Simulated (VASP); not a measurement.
WS2: single point with PBE+D3(BJ)

WS2, a slab with vacuum:

```
S W
1.0
     3.15955    0.00000    0.00000
    -1.57977    2.73625    0.00000
     0.00000    0.00000   23.80426
S W
4 2
Direct
  0.33333 0.66667 0.18904
  0.33333 0.66667 0.32146
  0.00000 0.00000 0.47437
  0.00000 0.00000 0.60679
  0.66667 0.33333 0.25525
  0.66667 0.33333 0.54058
```

```yaml
Program: VASP 6.6.1
Task: single point
Functional: PBE
Dispersion: D3(BJ)
Potentials_or_basis: VASP PAW PBE potentials, release 64 (S, W_sv)
Cutoff: 520 eV
k_mesh: 9 × 9 × 1
Occupations: gaussian, width 0.05 eV
Spin: no spin polarisation
Dipole_correction: yes
Further_INCAR_settings: ALGO = Normal; EDIFF = 1e-06; NBANDS = 35
```

```json
{
 "Largest force": "0.065 eV/Å",
 "Band gap on the k mesh": "1.82 eV, indirect (least direct gap 1.92 eV)",
 "Dispersion energy per atom": "-0.347 eV"
}
```

Forces in eV/Å, atoms in the order of the input:
```
S    0.000  0.000  0.004
S    0.000  0.000  0.065
S    0.000  0.000 -0.065
S    0.000  0.000 -0.004
W    0.000  0.000  0.046
W    0.000  0.000 -0.046
```

Levels at points of the mesh, in eV from the valence-band top:
| k point | band 23 | band 24 | band 25 | band 26 | band 27 | band 28 | band 29 | band 30 |
| --- | --- | --- | --- | --- | --- | --- | --- | --- |
| (0.00, 0.00, 0.00) | -1.67 | -1.67 | -0.40 | 0.00 | 2.82 | 2.82 | 2.84 | 2.84 |

Run time: 97 s on 1 thread of Intel(R) Xeon(R) Platinum 8488C (Sapphire Rapids) (shared host), peak memory 0.34 GiB.

Caveat: spin-orbit coupling is left out, which moves the levels of the heavy elements.
